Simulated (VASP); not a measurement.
Write the native input for VASP 6.6.1 that does the following.

```
Task                   : relaxation of cell and atoms
Functional             : RPBE
Dispersion             : D3(BJ)
Potentials or basis    : VASP PAW PBE potentials, release 64 (In_d, P)
Cutoff                 : 600 eV
k mesh                 : 8 × 8 × 8
Occupations            : fermi-dirac, width 0.05 eV
Spin                   : no spin polarisation
Dipole correction      : no
Further INCAR settings : ALGO = Normal; EDIFF = 1e-06; IBRION = 2; EDIFFG = -0.005; NSW = 80; ISIF = 3
```

The structure of InP lies in POSCAR:

```
InP
1.0
    0.0000000000      2.9305000000      2.9305000000
    2.9305000000      0.0000000000      2.9305000000
    2.9305000000      2.9305000000      0.0000000000
In P
1 1
Direct
    0.0000000000      0.0000000000      0.0000000000
    0.7500000000      0.7500000000      0.7500000000
```

The input as run:

INCAR

```
ALGO = Normal
EDIFF = 1E-6
EDIFFG = -0.005
ENCUT = 600
GGA = RP
IBRION = 2
ISIF = 3
ISMEAR = -1
IVDW = 12
LASPH = T
LCHARG = F
LREAL = F
LWAVE = F
NELM = 100
NSW = 80
PREC = Accurate
SIGMA = 0.05
```

KPOINTS

```
k-points
0
Gamma
  8 8 8
```

Potentials or basis: VASP PAW PBE potentials, release 64 (In_d, P).

Command:

```sh
$ cat potpaw_PBE.64/In_d/POTCAR potpaw_PBE.64/P/POTCAR > POTCAR
$ mpirun -np 1 vasp_std > vasp.out
```

It gave:

* Relaxed volume: 23.29 Å³/atom
* Relaxed cell: a = 4.038 Å, b = 4.038 Å, c = 4.038 Å, α = 60.00°, β = 60.00°, γ = 60.00°
* Space group after relaxing (to 0.1 Å): F-43m (No. 216)
* Energy gained by relaxing: 33.1 meV/atom
* Ionic steps: 3
* Pressure after relaxing: 0.0 GPa
* Band gap on the k mesh: 1.26 eV
* Dispersion energy per atom: -1.546 eV

Caveat: the PAW data sets were made with another functional, which shifts forces and pressure a little; spin-orbit coupling is left out, which moves the levels of the heavy elements.

Wall time 93 s on 1 thread of Intel Xeon 8259CL, with other jobs on the host, peak memory 0.23 GiB.
